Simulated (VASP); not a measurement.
Crystal: PbSe.

```xyz
2
Lattice="0.0000 2.9652 2.9652 2.9652 0.0000 2.9652 2.9652 2.9652 0.0000" Properties=species:S:1:pos:R:3 pbc="T T T"
Pb    0.0000    0.0000    0.0000
Se    2.9652    2.9652    2.9652
```

This cell differs from its parent crystal: strain -4.0%.

Base run:

* Program: VASP 6.6.1
* Functional: r2SCAN
* Potentials or basis: VASP PAW PBE potentials, release 64 (Pb_d, Se)
* Cutoff: 520 eV
* k mesh: 8 × 8 × 8
* Occupations: fermi-dirac, width 0.02 eV
* Spin: no spin polarisation

Its results: band gap on the k mesh 0.20 eV; pressure 8.3 GPa.

Question: The run is repeated on the same cell with these changes: functional from r2SCAN to PBE. What comes out?

Answer: Band gap on the k mesh 0.07 eV; pressure 8.9 GPa.

Caveats: the cell stands under pressure; spin-orbit coupling is left out, which moves the levels of the heavy elements; the PAW data sets were made with another functional, which shifts forces and pressure a little (at least some runs).

A k mesh can miss the band edges.
